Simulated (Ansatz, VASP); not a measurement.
# HfB2 in VASP and in Ansatz

INCAR

```
PREC     = Accurate       # precision mode
ENCUT    = 520            # plane-wave cutoff, eV
EDIFF    = 1E-6           # SCF threshold, eV
ISMEAR   = -1             # smearing method
SIGMA    = 0.05           # smearing width, eV
LREAL    = F              # projectors in reciprocal space
LASPH    = T              # aspherical terms in the spheres
NELM     = 100            # most SCF steps
ALGO     = Normal         # electronic algorithm
ISIF     = 2              # what is computed and relaxed
LWAVE    = F              # write WAVECAR
LCHARG   = F              # write CHGCAR
GGA      = PE             # functional
NBANDS   = 15             # bands
```

KPOINTS

```
Automatic mesh
0
Gamma
  13 13 11
```

POSCAR

```
HfB2
1.0
    3.1400001005      0.0314000010      0.0314000010
   -1.5428068518      2.7036198544      0.0114931980
    0.0348000000      0.0348000000      3.4800000000
Hf B
1 2
Direct
    0.0000000000      0.0000000000      0.0000000000
    0.3333333333      0.6666666667      0.5000000000
    0.6666666667      0.3333333333      0.5000000000
```

Input for Ansatz:

```yaml
crystal:
  lattice:
    - [3.1400001005, 0.031400001, 0.031400001]
    - [-1.5428068518, 2.7036198544, 0.011493198]
    - [0.0348, 0.0348, 3.48]
  atoms:
    - { symbol: Hf, position: [0.0, 0.0, 0.0] }
    - { symbol: B, position: [0.3333333333, 0.6666666667, 0.5] }
    - { symbol: B, position: [0.6666666667, 0.3333333333, 0.5] }
kpoints:
  mp_grid: { grid: [13, 13, 11] }
  band_path:
    path:
      - [0.0, 0.0, 0.0]
      - [0.0, -0.5, 0.0]
      - [0.0, 0.0, 0.5]
      - [0.0, 0.0, 0.0]
      - [-0.5, 0.0, 0.0]
      - [-0.5, 0.5, -0.5]
      - [0.0, 0.0, 0.0]
      - [-0.5, 0.0, -0.5]
      - [-0.5, 0.5, 0.0]
    npoints: 5
scf:
  occupations: { method: fermi_dirac, width: 0.05 }
hamiltonian:
  xc: pbe
  pseudopotentials: { kind: all_electron, lapw: { basis_error: 0.0005 } }
output:
  forces: true
  stress: true
  eigenvalues: true
```

Change from the starting cell: equal xy, yz and zx shear strains of +2 %.

Alike in both runs: task single point; functional PBE; k mesh 13 × 13 × 11; occupations fermi-dirac, width 0.05 eV; no spin polarisation.

|  | VASP | Ansatz |
| --- | --- | --- |
| version | VASP 6.6.1 | Ansatz 0.2.0 |
| potentials or method | VASP PAW PBE potentials, release 64 (Hf_pv, B), cutoff 520 eV | all-electron LAPW, scalar-relativistic |

```tsv
	VASP	Ansatz	Ansatz less VASP
pressure (GPa)	1.3	1.8	+0.44
traceless stress, the component that is largest in VASP (GPa)	-5.33	-5.31	+0.024
rms of the force components (eV/Å)	0.010	0.011	+0.0003
```

Atom by atom the forces differ by 0.000 eV/Å (rms over components). Ansatz ran all-electron here, and VASP with PAW potentials.

Spin-orbit coupling is off throughout.
